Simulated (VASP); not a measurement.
# CdS (P6_3mc) in VASP: notebook

CdS is run at these levels: PBEsol; tasks: single point.

Program: VASP 6.6.1. These are calculated values, not measurements. Logs are shortened: lines on timing, memory, paths and dates and some standing lists are left out, and cuts for length are marked.

### Step 1. The cell of the first run

Symmetry: P6_3mc, No. 186, hexagonal system. Conventional cell: a = 4.125 Å, b = 4.125 Å, c = 6.709 Å, α = 90.00°, β = 90.00°, γ = 120.00°. Within 3.2 Å of Cd (site symmetry 3m) lie 4 S at 2.39 to 3.15 Å. Within 3.2 Å of S (site symmetry 3m) lie 4 Cd at 2.39 to 3.15 Å.

### Step 2. Single point, PBEsol (atoms moved along the polar distortion)

Contents of INCAR:

```
PREC     = Accurate       # precision mode
ENCUT    = 630            # plane-wave cutoff, eV
EDIFF    = 1E-6           # SCF threshold, eV
ISMEAR   = 0              # smearing method
SIGMA    = 0.01           # smearing width, eV
LREAL    = False          # projectors in reciprocal space
LASPH    = True           # aspherical terms in the spheres
NELM     = 120            # most SCF steps
ALGO     = Normal         # electronic algorithm
ISIF     = 2              # what is computed and relaxed
LWAVE    = False          # write WAVECAR
LCHARG   = False          # write CHGCAR
GGA      = PS             # functional
NBANDS   = 34             # bands
GGA_COMPAT= False
```

Contents of KPOINTS:

```
regular mesh
0
Gamma
  9 9 4
```

Contents of POSCAR:

```
CdS
1.0
    4.1245340297      0.0000000000      0.0000000000
   -2.0622670149      3.5719512485      0.0000000000
    0.0000000000      0.0000000000      6.7092066191
Cd S
2 2
Direct
    0.3333333333      0.6666666667     -0.0460803402
    0.6666666667      0.3333333333      0.4539196598
    0.3333333333      0.6666666667      0.4230803402
    0.6666666667      0.3333333333      0.9230803402
```

Potentials or basis: VASP PAW PBE potentials, release 64 (Cd_sv_GW, S).

Command:

```bash
$ cat potpaw_PBE.64/Cd_sv_GW/POTCAR potpaw_PBE.64/S/POTCAR > POTCAR
$ mpirun -np 1 vasp_std > vasp.out
```

OUTCAR:

```text
PREC = Accurate
   ENCUT = 630
   EDIFF = 1E-6
   ISMEAR = 0
   LREAL = False
   LASPH = True
   NELM = 120
   ISIF = 2
   GGA = PS

 ion  position               nearest neighbor table
   1  0.333  0.667  0.954-   4 2.39   4 2.39   4 2.39
   2  0.667  0.333  0.454-   3 2.39   3 2.39   3 2.39
   3  0.333  0.667  0.423-   2 2.39   2 2.39   2 2.39
   4  0.667  0.333  0.923-   1 2.39   1 2.39   1 2.39

  LATTYP: Found a hexagonal cell.
 ALAT       =     4.1245340297
 C/A-ratio  =     1.6266580833

  Lattice vectors:

 A1 = (   4.1245340297,   0.0000000000,   0.0000000000)
 A2 = (  -2.0622670149,   3.5719512485,   0.0000000000)
 A3 = (   0.0000000000,   0.0000000000,   6.7092066191)

Analysis of symmetry for initial positions (statically):
=====================================================================
 Subroutine PRICEL returns:
 Original cell was already a primitive cell.

 Routine SETGRP: Setting up the symmetry group for a
 hexagonal supercell.

 Subroutine GETGRP returns: Found 12 space group operations
 (whereof  6 operations were pure point group operations)
 out of a pool of 24 trial point group operations.

The static configuration has the point symmetry C_3v.
 The point group associated with its full space group is C_6v.

Analysis of symmetry for dynamics (positions and initial velocities):
=====================================================================
 Subroutine PRICEL returns:
 Original cell was already a primitive cell.

 Routine SETGRP: Setting up the symmetry group for a
 hexagonal supercell.

 Subroutine GETGRP returns: Found 12 space group operations
 (whereof  6 operations were pure point group operations)
 out of a pool of 24 trial point group operations.

The dynamic configuration has the point symmetry C_3v.
 The point group associated with its full space group is C_6v.

 Subroutine INISYM returns: Found 12 space group operations
 (whereof  6 operations are pure point group operations),
 and found     1 'primitive' translations

----------------------------------------------------------------------------------------

                                     Primitive cell

  volume of cell :      98.8443

  direct lattice vectors                    reciprocal lattice vectors
     4.124534030  0.000000000  0.000000000     0.242451630  0.139979514  0.000000000
    -2.062267015  3.571951249  0.000000000     0.000000000  0.279959028  0.000000000
     0.000000000  0.000000000  6.709206619     0.000000000  0.000000000  0.149048920

  length of vectors
     4.124534030  4.124534030  6.709206619     0.279959028  0.279959028  0.149048920

  position of ions in fractional coordinates (direct lattice)
     0.333333333  0.666666667  0.953919660
     0.666666667  0.333333333  0.453919660
     0.333333333  0.666666667  0.423080340
     0.666666667  0.333333333  0.923080340

  ion indices of the primitive-cell ions
   primitive index   ion index
                 1           1
                 2           2
                 3           3
                 4           4

----------------------------------------------------------------------------------------

 KPOINTS: regular mesh

Automatic generation of k-mesh.
 Grid dimensions read from file:
 generate k-points for:    9    9    4

 Generating k-lattice:

  Cartesian coordinates                     Fractional coordinates (reciprocal lattice)
     0.026939070  0.015553279  0.000000000     0.111111111  0.000000000  0.000000000
     0.000000000  0.031106559  0.000000000     0.000000000  0.111111111  0.000000000
     0.000000000  0.000000000  0.037262230     0.000000000  0.000000000  0.250000000

  Length of vectors
     0.031106559  0.031106559  0.037262230

  Shift w.r.t. Gamma in fractional coordinates (k-lattice)
     0.000000000  0.000000000  0.000000000

 Subroutine IBZKPT returns following result:
 ===========================================

 Found     36 irreducible k-points:

 Following reciprocal coordinates:
            Coordinates               Weight
  0.000000  0.000000  0.000000      1.000000
  0.111111  0.000000  0.000000      6.000000
  0.222222  0.000000  0.000000      6.000000
  0.333333  0.000000  0.000000      6.000000
  0.444444  0.000000  0.000000      6.000000
  0.111111  0.111111  0.000000      6.000000
[... 16 lines left out ...]
  0.333333  0.222222  0.250000     24.000000
  0.333333  0.333333  0.250000      4.000000
 [... further k-points ...]
   k-points           NKPTS =     36   k-points in BZ     NKDIM =     36   number of bands    NBANDS=     34
   number of dos      NEDOS =    301   number of ions     NIONS =      4
   total plane-waves  NPLWV =  72576
   dimension x,y,z NGX =    36 NGY =   36 NGZ =   56
   dimension x,y,z NGXF=    72 NGYF=   72 NGZF=  112
   ions per type =               2   2
   NGX,Y,Z   is equivalent  to a cutoff of  14.51, 14.51, 13.88 a.u.
   NGXF,Y,Z  is equivalent  to a cutoff of  29.02, 29.02, 27.75 a.u.
 SYSTEM =  unknown system
   PREC   = accura    normal or accurate (medium, high low for compatibility)
   ISTART =      0    job   : 0-new  1-cont  2-samecut
   ICHARG =      2    charge: 1-file 2-atom 10-const
   ISPIN  =      1    spin polarized calculation?
   LNONCOLLINEAR =      F non collinear calculations
   LSORBIT =      F    spin-orbit coupling
   LASPH  =      T    aspherical Exc in radial PAW
   ENCUT  =  630.0 eV  46.30 Ry    6.80 a.u.   8.44  8.44 13.73*2*pi/ulx,y,z
   NELM   =    120;   NELMIN=  2; NELMDL= -5     # of ELM steps
   EDIFF  = 0.1E-05   stopping-criterion for ELM
   LREAL  =      F    real-space projection
   EDIFFG = 0.1E-04   stopping-criterion for IOM
   NSW    =      0    number of steps for IOM
   IBRION =     -1    ionic relax: 0-MD 1-quasi-New 2-CG
   NFREE  =      0    steps in history (QN), initial steepest desc. (CG)
   ISIF   =      2    stress and relaxation
   ISYM   =      2    0-nonsym 1-usesym 2-fastsym
   POTIM  = 0.5000    time-step for ionic-motion
   TEBEG  =    0.0;   TEEND  =   0.0 temperature during run
   PSTRESS=    0.0 pullay stress
   NELECT =      52.0000    total number of electrons
   NUPDOWN=      -1.0000    fix difference up-down
   EMIN   =  10.00;   EMAX   =-10.00  energy-range for DOS
   EFERMI =   0.00;   METHOD = LEGACY
   ISMEAR =     0;   SIGMA  =   0.01  broadening in eV -4-tet -1-fermi 0-gaus
   EFERMI_NEDOS =   21; number of points for ismear=-14 and -15
   IALGO  =     38    algorithm
   IMIX   =      4    mixing-type and parameters
     AMIX     =   0.40;   BMIX     =  1.00
     AMIX_MAG =   1.60;   BMIX_MAG =  1.00
  volume/ion in A,a.u.               =      24.71       166.76
  Fermi-wavevector in a.u.,A,eV,Ry     =   1.321576  2.497416 23.763428  1.746563
  Thomas-Fermi vector in A             =   2.451320
   LORBIT       =      0    0 simple, 1 ext, 2 COOP (PROOUT), +10 PAW based schemes
   GGA     = PS    functional components
   LHFCALC =     F    Hartree Fock is set to
   AEXX    =    0.0000 exact exchange contribution
   IVDW    =     0    specifies the selected vdW correction
   LEPSILON=     F    determine dielectric tensor
   LRPA    =     F    only Hartree local field effects (RPA)
 non-spin polarized calculation
 Gauss-broadening in eV      SIGMA  =   0.01
  energy-cutoff  :      630.00
  volume of cell :       98.84
 maximum number of plane-waves:      3580
 NGX is ok and might be reduce to    36
   NGX = 17   NGY = 17   NGZ = 27

 number of electron      51.9999992 magnetization

 Free energy of the ion-electron system (eV)
  ---------------------------------------------------
  ext. energy  EPLUGINS =         0.00000000
  ---------------------------------------------------
  free energy    TOTEN  =       -13.14896934 eV

  energy without entropy =      -13.14896934  energy(sigma->0) =      -13.14896934

 E-fermi :   2.9417     XC(G=0):  -9.4845

 val. band max:        2.7529368074   @ k =   0.0000   0.0000   0.0000
 cond. band min:       4.0875280464   @ k =   0.0000   0.0000   0.0000
 fundamental gap:      1.3345912390
 Fermi energy:         2.9417308495

 k-point     1 :       0.0000    0.0000    0.0000
  band No.  band energies     occupation
      1     -98.6189      2.00000
      2     -98.6189      2.00000
      3     -59.7276      2.00000
      4     -59.7270      2.00000
      5     -59.7049      2.00000
      6     -59.7049      2.00000
[... 26 lines left out ...]
     33      10.3534      0.00000
     34      10.8346      0.00000

 k-point     2 :       0.1111    0.0000    0.0000
  band No.  band energies     occupation
      1     -98.6189      2.00000
      2     -98.6189      2.00000
      3     -59.7276      2.00000
      4     -59.7270      2.00000
      5     -59.7050      2.00000
      6     -59.7049      2.00000
[... 26 lines left out ...]
     33      10.2777      0.00000
     34      10.5008      0.00000

 k-point     3 :       0.2222    0.0000    0.0000
  band No.  band energies     occupation
      1     -98.6189      2.00000
      2     -98.6189      2.00000
      3     -59.7275      2.00000
      4     -59.7271      2.00000
      5     -59.7052      2.00000
      6     -59.7051      2.00000
[... 26 lines left out ...]
     33      10.4951      0.00000
     34      11.2212      0.00000

 k-point     4 :       0.3333    0.0000    0.0000
  band No.  band energies     occupation
      1     -98.6189      2.00000
      2     -98.6189      2.00000
      3     -59.7275      2.00000
      4     -59.7272      2.00000
      5     -59.7054      2.00000
      6     -59.7053      2.00000
[... 26 lines left out ...]
     33      11.3425      0.00000
     34      12.2653      0.00000

 k-point     5 :       0.4444    0.0000    0.0000
  band No.  band energies     occupation
      1     -98.6189      2.00000
      2     -98.6189      2.00000
      3     -59.7274      2.00000
      4     -59.7272      2.00000
      5     -59.7055      2.00000
      6     -59.7054      2.00000
[... 621 lines left out ...]
 k-point    22 :       0.2222    0.2222    0.2500
  band No.  band energies     occupation
      1     -98.6189      2.00000
      2     -98.6189      2.00000
      3     -59.7274      2.00000
      4     -59.7272      2.00000
      5     -59.7054      2.00000
      6     -59.7053      2.00000
[... 26 lines left out ...]
     33      10.4867      0.00000
     34      12.1600      0.00000

 k-point    23 :       0.3333    0.2222    0.2500
  band No.  band energies     occupation
      1     -98.6189      2.00000
      2     -98.6189      2.00000
      3     -59.7273      2.00000
      4     -59.7272      2.00000
      5     -59.7054      2.00000
      6     -59.7054      2.00000
[... 26 lines left out ...]
     33      11.1869      0.00000
     34      12.2993      0.00000

 k-point    24 :       0.3333    0.3333    0.2500
  band No.  band energies     occupation
      1     -98.6189      2.00000
      2     -98.6189      2.00000
      3     -59.7273      2.00000
      4     -59.7273      2.00000
      5     -59.7054      2.00000
      6     -59.7054      2.00000
[... 26 lines left out ...]
     33      12.0315      0.00000
     34      12.0530      0.00000

 [... further k-points ...]

------------------------ aborting loop because EDIFF is reached ----------------------------------------

  FORCE on cell =-STRESS in cart. coord.  units (eV):
  Direction    XX          YY          ZZ          XY          YZ          ZX
  --------------------------------------------------------------------------------------
  -------------------------------------------------------------------------------------
  Total        4.0886324      4.0886324     -1.8983953     -0.0000000      0.0000000      0.0000000
  in kB       66.2730671     66.2730671    -30.7712863     -0.0000000      0.0000000      0.0000000
  external PRESSURE =      33.9249493 kB  Pullay stress =       0.0000000 kB

 VOLUME and BASIS-vectors are now :
 -----------------------------------------------------------------------------
  energy-cutoff  :      630.00
  volume of cell :       98.84
      direct lattice vectors                 reciprocal lattice vectors
     4.124534030  0.000000000  0.000000000     0.242451630  0.139979514  0.000000000
    -2.062267015  3.571951249  0.000000000     0.000000000  0.279959028  0.000000000
     0.000000000  0.000000000  6.709206619     0.000000000  0.000000000  0.149048920

 POSITION                                       TOTAL-FORCE (eV/Angst)
 -----------------------------------------------------------------------------------
     -0.00000      2.38130      6.40004        -0.000000     -0.000000      0.418281
      2.06227      1.19065      3.04544         0.000000     -0.000000      0.418281
     -0.00000      2.38130      2.83853        -0.000000      0.000000     -0.418281
      2.06227      1.19065      6.19314         0.000000     -0.000000     -0.418281
 -----------------------------------------------------------------------------------
    total drift:                               -0.000001      0.000000     -0.003117

  FREE ENERGIE OF THE ION-ELECTRON SYSTEM (eV)
  ---------------------------------------------------
  free  energy   TOTEN  =       -13.1489693369 eV

  energy  without entropy=      -13.1489693369  energy(sigma->0) =      -13.14896934
```

Wall time 2.7 min (1 thread of AMD EPYC 7R43 (Zen 3), shared host); peak memory 0.3 GiB.

Results:

| Quantity | Value |
| --- | --- |
| Free energy | -13.1490 eV |
| Pressure | 3.4 GPa |
| Largest force | 0.418 eV/Å |
| Band gap on the k mesh | 1.33 eV |

Forces in eV/Å, atoms in the order of the input:
```
Cd   0.000  0.000  0.418
Cd   0.000  0.000  0.418
S    0.000  0.000 -0.418
S    0.000  0.000 -0.418
```

Stress tensor (GPa, compression positive):
```
 6.63  0.00  0.00
 0.00  6.63  0.00
 0.00  0.00 -3.08
```

Caveat: the cell differs from its parent crystal (atoms moved along the polar distortion); the stress differs along the axes, from -3 to 7 GPa; the PAW data sets were made with another functional, which shifts forces and pressure a little.

### Step 3. Single point, PBEsol (atoms moved along the polar distortion)

Contents of INCAR:

```
ALGO = Normal
EDIFF = 1E-6
ENCUT = 630
GGA = PS
GGA_COMPAT = F
ISIF = 2
ISMEAR = 0
LASPH = T
LCHARG = F
LREAL = F
LWAVE = F
NBANDS = 34
NELM = 120
PREC = Accurate
SIGMA = 0.01
```

Contents of KPOINTS:

```
k-points
0
Gamma
  9 9 4
```

Contents of POSCAR:

```
CdS
1.0
    4.1245340297      0.0000000000      0.0000000000
   -2.0622670149      3.5719512485      0.0000000000
    0.0000000000      0.0000000000      6.7092066191
Cd S
2 2
Direct
    0.3333333333      0.6666666667     -0.0275767485
    0.6666666667      0.3333333333      0.4724232515
    0.3333333333      0.6666666667      0.4045767485
    0.6666666667      0.3333333333      0.9045767485
```

Potentials or basis: VASP PAW PBE potentials, release 64 (Cd_sv_GW, S).

Command:

```bash
$ cat potpaw_PBE.64/Cd_sv_GW/POTCAR potpaw_PBE.64/S/POTCAR > POTCAR
$ mpirun -np 1 vasp_std > vasp.out
```

It took 1.9 min on 1 thread of Intel Xeon 6975P-C (Granite Rapids), shared host; peak memory 0.34 GiB.

Results (log left out):

```
Free energy            : -13.4381 eV
Pressure               : 1.9 GPa
Largest force          : 0.683 eV/Å
Band gap on the k mesh : 1.26 eV
```

Forces on the atoms (eV/Å):
```
Cd   0.000  0.000  0.683
Cd   0.000  0.000  0.683
S    0.000  0.000 -0.683
S    0.000  0.000 -0.683
```

Stress tensor (GPa, compression positive):
```
 4.47  0.00  0.00
 0.00  4.47  0.00
 0.00  0.00 -3.30
```

Levels at points of the mesh, in eV from the valence-band top:
```csv
k point,band 24,band 25,band 26,band 27,band 28,band 29
"(0.00, 0.00, 0.00)",-0.17,0.00,0.00,1.26,2.22,6.36
"(0.00, 0.00, 0.50)",-0.26,-0.26,-0.26,2.55,2.55,6.04
```

Caveat: the cell differs from its parent crystal (atoms moved along the polar distortion); the stress differs along the axes, from -3 to 4 GPa; the PAW data sets were made with another functional, which shifts forces and pressure a little.

(Continued in part 2 of 2.)
